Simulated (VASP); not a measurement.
# SiC (P6_3mc) in VASP: a series of runs

Runs on SiC. Level: PBE. Tasks: single point.

Everything below comes from runs of VASP 6.6.1. Logs are shortened: lines on timing, memory, paths and dates and some standing lists are left out, and cuts for length are marked.

## (1) The cell of the first run

It takes space group P6_3mc (No. 186, hexagonal). Conventional cell: a = 3.063 Å, b = 3.063 Å, c = 10.027 Å, α = 90.00°, β = 90.00°, γ = 120.00°. Si (site symmetry 3m) has 4 C at 1.88 to 1.89 Å within 2.5 Å. Si (site symmetry 3m) has 4 C at 1.87 to 1.88 Å within 2.5 Å. Within 2.5 Å of C (site symmetry 3m) lie 4 Si at 1.87 to 1.89 Å. C (site symmetry 3m) has 4 Si at 1.88 Å within 2.5 Å.

## (2) Single point, PBE (volume scaled by 0.97, then relaxed in part)

Input file INCAR:

```
PREC = Accurate ; ENCUT = 520
EDIFF = 1E-7 ; ISMEAR = 0
SIGMA = 0.02 ; LREAL = False
LASPH = True ; NELM = 60
ALGO = Normal ; ISIF = 2
LWAVE = False ; LCHARG = False
GGA = PE ; NBANDS = 26
```

Input file KPOINTS:

```
regular mesh
0
Gamma
  12 12 4
```

Input file POSCAR:

```
SiC
1.0
    3.0628643048      0.0000000000      0.0000000000
   -1.5314321524      2.6525182963      0.0000000000
    0.0000000000      0.0000000000     10.0270156470
Si C
4 4
Direct
    0.6666666667      0.3333333333      0.9378441878
    0.3333333333      0.6666666667      0.4378441878
    0.0000000000      0.0000000000      0.6878995565
    0.0000000000      0.0000000000      0.1878995565
    0.6666666667      0.3333333333      0.7498074458
    0.3333333333      0.6666666667      0.2498074458
    0.0000000000      0.0000000000      0.5004478099
    0.0000000000      0.0000000000      0.0004478099
```

Potentials or basis: VASP PAW PBE potentials, release 64 (Si, C).

Command:

```console
cat potpaw_PBE.64/Si/POTCAR potpaw_PBE.64/C/POTCAR > POTCAR
mpirun -np 1 vasp_std > vasp.out
```

OUTCAR:

```text
PREC = Accurate
   ENCUT = 520
   EDIFF = 1E-7
   ISMEAR = 0
   LREAL = False
   LASPH = True
   NELM = 60
   ISIF = 2
   GGA = PE

 ion  position               nearest neighbor table
   1  0.667  0.333  0.938-   8 1.88   8 1.88   8 1.88   5 1.89   3 3.07   3 3.07   3 3.07   4 3.07
                             4 3.07   4 3.07
   2  0.333  0.667  0.438-   7 1.88   7 1.88   7 1.88   6 1.89   4 3.07   4 3.07   4 3.07   3 3.07
                             3 3.07   3 3.07
   3  0.000  0.000  0.688-   5 1.87   5 1.87   5 1.87   7 1.88   1 3.07   1 3.07   1 3.07   2 3.07
                             2 3.07   2 3.07
   4  0.000  0.000  0.188-   6 1.87   6 1.87   6 1.87   8 1.88   2 3.07   2 3.07   2 3.07   1 3.07
                             1 3.07   1 3.07
   5  0.667  0.333  0.750-   3 1.87   3 1.87   3 1.87   1 1.89
   6  0.333  0.667  0.250-   4 1.87   4 1.87   4 1.87   2 1.89
   7  0.000  0.000  0.500-   2 1.88   2 1.88   2 1.88   3 1.88
   8  0.000  0.000  0.000-   1 1.88   1 1.88   1 1.88   4 1.88

  LATTYP: Found a hexagonal cell.
 ALAT       =     3.0628643048
 C/A-ratio  =     3.2737381252

  Lattice vectors:

 A1 = (   3.0628643048,   0.0000000000,   0.0000000000)
 A2 = (  -1.5314321524,   2.6525182963,   0.0000000000)
 A3 = (   0.0000000000,   0.0000000000,  10.0270156470)

Analysis of symmetry for initial positions (statically):
=====================================================================
 Subroutine PRICEL returns:
 Original cell was already a primitive cell.

 Routine SETGRP: Setting up the symmetry group for a
 hexagonal supercell.

 Subroutine GETGRP returns: Found 12 space group operations
 (whereof  6 operations were pure point group operations)
 out of a pool of 24 trial point group operations.

The static configuration has the point symmetry C_3v.
 The point group associated with its full space group is C_6v.

Analysis of symmetry for dynamics (positions and initial velocities):
=====================================================================
 Subroutine PRICEL returns:
 Original cell was already a primitive cell.

 Routine SETGRP: Setting up the symmetry group for a
 hexagonal supercell.

 Subroutine GETGRP returns: Found 12 space group operations
 (whereof  6 operations were pure point group operations)
 out of a pool of 24 trial point group operations.

The dynamic configuration has the point symmetry C_3v.
 The point group associated with its full space group is C_6v.

 Subroutine INISYM returns: Found 12 space group operations
 (whereof  6 operations are pure point group operations),
 and found     1 'primitive' translations

----------------------------------------------------------------------------------------

                                     Primitive cell

  volume of cell :      81.4625

  direct lattice vectors                    reciprocal lattice vectors
     3.062864305  0.000000000  0.000000000     0.326491774  0.188500114  0.000000000
    -1.531432152  2.652518296  0.000000000     0.000000000  0.377000227  0.000000000
     0.000000000  0.000000000 10.027015647     0.000000000  0.000000000  0.099730571

  length of vectors
     3.062864305  3.062864305 10.027015647     0.377000227  0.377000227  0.099730571

  position of ions in fractional coordinates (direct lattice)
     0.666666667  0.333333333  0.937844188
     0.333333333  0.666666667  0.437844188
     0.000000000  0.000000000  0.687899556
     0.000000000  0.000000000  0.187899556
     0.666666667  0.333333333  0.749807446
     0.333333333  0.666666667  0.249807446
     0.000000000  0.000000000  0.500447810
     0.000000000  0.000000000  0.000447810

  ion indices of the primitive-cell ions
   primitive index   ion index
                 1           1
                 2           2
                 3           3
                 4           4
                 5           5
                 6           6
                 7           7
                 8           8

----------------------------------------------------------------------------------------

 KPOINTS: regular mesh

Automatic generation of k-mesh.
 Grid dimensions read from file:
 generate k-points for:   12   12    4

 Generating k-lattice:

  Cartesian coordinates                     Fractional coordinates (reciprocal lattice)
     0.027207648  0.015708343  0.000000000     0.083333333  0.000000000  0.000000000
     0.000000000  0.031416686  0.000000000     0.000000000  0.083333333  0.000000000
     0.000000000  0.000000000  0.024932643     0.000000000  0.000000000  0.250000000

  Length of vectors
     0.031416686  0.031416686  0.024932643

  Shift w.r.t. Gamma in fractional coordinates (k-lattice)
     0.000000000  0.000000000  0.000000000

 Subroutine IBZKPT returns following result:
 ===========================================

 Found     57 irreducible k-points:

 Following reciprocal coordinates:
            Coordinates               Weight
  0.000000  0.000000  0.000000      1.000000
  0.083333  0.000000  0.000000      6.000000
  0.166667  0.000000  0.000000      6.000000
  0.250000  0.000000  0.000000      6.000000
  0.333333  0.000000  0.000000      6.000000
  0.416667  0.000000  0.000000      6.000000
[... 16 lines left out ...]
  0.250000  0.000000  0.250000     12.000000
  0.333333  0.000000  0.250000     12.000000
 [... further k-points ...]
   k-points           NKPTS =     57   k-points in BZ     NKDIM =     57   number of bands    NBANDS=     26
   number of dos      NEDOS =    301   number of ions     NIONS =      8
   total plane-waves  NPLWV =  46080
   dimension x,y,z NGX =    24 NGY =   24 NGZ =   80
   dimension x,y,z NGXF=    48 NGYF=   48 NGZF=  160
   ions per type =               4   4
   NGX,Y,Z   is equivalent  to a cutoff of  13.03, 13.03, 13.26 a.u.
   NGXF,Y,Z  is equivalent  to a cutoff of  26.05, 26.05, 26.53 a.u.
 SYSTEM =  unknown system
   PREC   = accura    normal or accurate (medium, high low for compatibility)
   ISTART =      0    job   : 0-new  1-cont  2-samecut
   ICHARG =      2    charge: 1-file 2-atom 10-const
   ISPIN  =      1    spin polarized calculation?
   LNONCOLLINEAR =      F non collinear calculations
   LSORBIT =      F    spin-orbit coupling
   LASPH  =      T    aspherical Exc in radial PAW
   ENCUT  =  520.0 eV  38.22 Ry    6.18 a.u.   5.69  5.69 18.64*2*pi/ulx,y,z
   NELM   =     60;   NELMIN=  2; NELMDL= -5     # of ELM steps
   EDIFF  = 0.1E-06   stopping-criterion for ELM
   LREAL  =      F    real-space projection
   EDIFFG = 0.1E-05   stopping-criterion for IOM
   NSW    =      0    number of steps for IOM
   IBRION =     -1    ionic relax: 0-MD 1-quasi-New 2-CG
   NFREE  =      0    steps in history (QN), initial steepest desc. (CG)
   ISIF   =      2    stress and relaxation
   ISYM   =      2    0-nonsym 1-usesym 2-fastsym
   POTIM  = 0.5000    time-step for ionic-motion
   TEBEG  =    0.0;   TEEND  =   0.0 temperature during run
   PSTRESS=    0.0 pullay stress
   NELECT =      32.0000    total number of electrons
   NUPDOWN=      -1.0000    fix difference up-down
   EMIN   =  10.00;   EMAX   =-10.00  energy-range for DOS
   EFERMI =   0.00;   METHOD = LEGACY
   ISMEAR =     0;   SIGMA  =   0.02  broadening in eV -4-tet -1-fermi 0-gaus
   EFERMI_NEDOS =   21; number of points for ismear=-14 and -15
   IALGO  =     38    algorithm
   IMIX   =      4    mixing-type and parameters
     AMIX     =   0.40;   BMIX     =  1.00
     AMIX_MAG =   1.60;   BMIX_MAG =  1.00
  volume/ion in A,a.u.               =      10.18        68.72
  Fermi-wavevector in a.u.,A,eV,Ry     =   1.198962  2.265710 19.558521  1.437511
  Thomas-Fermi vector in A             =   2.334838
   LORBIT       =      0    0 simple, 1 ext, 2 COOP (PROOUT), +10 PAW based schemes
   GGA     = PE    functional components
   LHFCALC =     F    Hartree Fock is set to
   AEXX    =    0.0000 exact exchange contribution
   IVDW    =     0    specifies the selected vdW correction
   LEPSILON=     F    determine dielectric tensor
   LRPA    =     F    only Hartree local field effects (RPA)
 non-spin polarized calculation
 Gauss-broadening in eV      SIGMA  =   0.02
  energy-cutoff  :      520.00
  volume of cell :       81.46
 maximum number of plane-waves:      2212
 NGX is ok and might be reduce to    24
   NGX = 11   NGY = 11   NGZ = 37

 number of electron      32.0000000 magnetization

 Free energy of the ion-electron system (eV)
  ---------------------------------------------------
  ext. energy  EPLUGINS =         0.00000000
  ---------------------------------------------------
  free energy    TOTEN  =       -60.19633026 eV

  energy without entropy =      -60.19633026  energy(sigma->0) =      -60.19633026

 E-fermi :   8.4517     XC(G=0): -11.4229

 val. band max:        8.3545685036   @ k =   0.0000   0.0000   0.0000
 cond. band min:      10.5830975833   @ k =   0.5000   0.0000   0.0000
 fundamental gap:      2.2285290797
 Fermi energy:         8.4516655946

 k-point     1 :       0.0000    0.0000    0.0000
  band No.  band energies     occupation
      1      -7.2523      2.00000
      2      -6.0602      2.00000
      3      -6.0222      2.00000
      4      -3.6268      2.00000
      5      -0.3441      2.00000
      6       3.9452      2.00000
[... 18 lines left out ...]
     25      15.8636      0.00000
     26      16.4957      0.00000

 k-point     2 :       0.0833    0.0000    0.0000
  band No.  band energies     occupation
      1      -7.1301      2.00000
      2      -5.9422      2.00000
      3      -5.9036      2.00000
      4      -3.5238      2.00000
      5      -0.2314      2.00000
      6       3.9844      2.00000
[... 18 lines left out ...]
     25      15.8771      0.00000
[... 608 lines left out ...]
     25      17.2571      0.00000
     26      17.5826      0.00000

 k-point    24 :       0.3333    0.0000    0.2500
  band No.  band energies     occupation
      1      -5.3011      2.00000
      2      -4.7338      2.00000
      3      -3.6800      2.00000
      4      -2.5101      2.00000
      5       1.0412      2.00000
      6       1.5671      2.00000
[... 18 lines left out ...]
     25      17.0891      0.00000
     26      17.7024      0.00000

 [... further k-points ...]

------------------------ aborting loop because EDIFF is reached ----------------------------------------

  FORCE on cell =-STRESS in cart. coord.  units (eV):
  Direction    XX          YY          ZZ          XY          YZ          ZX
  --------------------------------------------------------------------------------------
  -------------------------------------------------------------------------------------
  Total        3.4860526      3.4860526      3.4407238      0.0000000      0.0000000      0.0000000
  in kB       68.5625051     68.5625051     67.6709936      0.0000000      0.0000000      0.0000000
  external PRESSURE =      68.2653346 kB  Pullay stress =       0.0000000 kB

 VOLUME and BASIS-vectors are now :
 -----------------------------------------------------------------------------
  energy-cutoff  :      520.00
  volume of cell :       81.46
      direct lattice vectors                 reciprocal lattice vectors
     3.062864305  0.000000000  0.000000000     0.326491774  0.188500114  0.000000000
    -1.531432152  2.652518296  0.000000000     0.000000000  0.377000227  0.000000000
     0.000000000  0.000000000 10.027015647     0.000000000  0.000000000  0.099730571

 POSITION                                       TOTAL-FORCE (eV/Angst)
 -----------------------------------------------------------------------------------
      1.53143      0.88417      9.40378         0.000000     -0.000000     -0.008499
     -0.00000      1.76835      4.39027        -0.000000      0.000000     -0.008499
      0.00000      0.00000      6.89758        -0.000000     -0.000000      0.003432
      0.00000      0.00000      1.88407         0.000000      0.000000      0.003432
      1.53143      0.88417      7.51833         0.000000     -0.000000      0.004639
     -0.00000      1.76835      2.50482        -0.000000      0.000000      0.004639
      0.00000      0.00000      5.01800         0.000000      0.000000      0.000428
      0.00000      0.00000      0.00449        -0.000000      0.000000      0.000428
 -----------------------------------------------------------------------------------
    total drift:                               -0.000000     -0.000000     -0.000069

  FREE ENERGIE OF THE ION-ELECTRON SYSTEM (eV)
  ---------------------------------------------------
  free  energy   TOTEN  =       -60.1963302556 eV

  energy  without entropy=      -60.1963302556  energy(sigma->0) =      -60.19633026
```

It took 2 min on 1 thread of Intel Xeon 6975P-C, shared host; peak memory 0.25 GiB.

Results:

```
Free energy            : -60.1963 eV
Pressure               : 6.8 GPa
Largest force          : 0.008 eV/Å
Band gap on the k mesh : 2.23 eV, indirect (least direct gap 3.35 eV)
```

Forces on the atoms (eV/Å):
```
Si   0.000  0.000 -0.008
Si   0.000  0.000 -0.008
Si   0.000  0.000  0.003
Si   0.000  0.000  0.003
C    0.000  0.000  0.005
C    0.000  0.000  0.005
C    0.000  0.000  0.000
C    0.000  0.000  0.000
```

Stress tensor (GPa, compression positive):
```
6.86 0.00 0.00
0.00 6.86 0.00
0.00 0.00 6.77
```

Levels at points of the mesh, in eV from the valence-band top:
```
           k point  band 14  band 15  band 16  band 17  band 18  band 19
(0.00, 0.00, 0.00)    -0.05     0.00     0.00     5.22     5.80     6.45
(0.50, 0.00, 0.00)    -2.23    -1.59    -1.12     2.23     2.37     4.27
(0.00, 0.00, 0.50)    -0.21    -0.21    -0.21     5.43     5.43     6.91
(0.50, 0.00, 0.50)    -2.52    -1.56    -1.56     2.65     2.65     4.25
```

 A k mesh can miss the band edges.

(Part 1 of 2 ends here.)
